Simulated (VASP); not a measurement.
# H: single point with PBEsol

The system is H.

```
H
1.0
     4.05390    0.00000    0.00000
    -2.02695    3.51078    0.00000
     0.00000    0.00000    4.52846
H
4
Direct
  0.33333 0.66667 0.17650
  0.66667 0.33333 0.67650
  0.66667 0.33333 0.82350
  0.33333 0.66667 0.32350
```

This cell differs from its parent crystal: ratio of the length along z to the lengths across it x 0.85, volume and fractional coordinates fixed.

| Quantity | Value |
| --- | --- |
| Program | VASP 6.6.1 |
| Task | single point |
| Functional | PBEsol |
| Potentials or basis | VASP PAW PBE potentials, release 64 (H) |
| Cutoff | 520 eV |
| k mesh | 9 × 9 × 6 |
| Occupations | gaussian, width 0.05 eV |
| Spin | no spin polarisation |

| Quantity | Value |
| --- | --- |
| Pressure | 4.6 GPa |
| Largest force | 4.250 eV/Å |
| Band gap on the k mesh | 10.20 eV, indirect (least direct gap 10.63 eV) |

Forces on the atoms (eV/Å):
```
H    0.000  0.000 -4.250
H    0.000  0.000 -4.250
H    0.000  0.000  4.250
H    0.000  0.000  4.250
```

Stress tensor (GPa, compression positive):
```
-0.12  0.00  0.00
 0.00 -0.12  0.00
 0.00  0.00 13.94
```

Levels at points of the mesh, in eV from the valence-band top:
```tsv
k point	band 1	band 2	band 3	band 4	band 5	band 6
(0.00, 0.00, 0.00)	-1.46	0.00	11.01	11.93	15.64	16.37
(0.00, 0.00, 0.50)	-0.76	-0.76	10.84	10.84	17.84	17.84
```

Run time: 32 s on 1 thread of AMD EPYC 7R43 64-Core Processor (Zen 3) (shared host), peak memory 0.13 GiB.

Caveat: the PAW data sets were made with another functional, which shifts forces and pressure a little. A k mesh can miss the band edges.
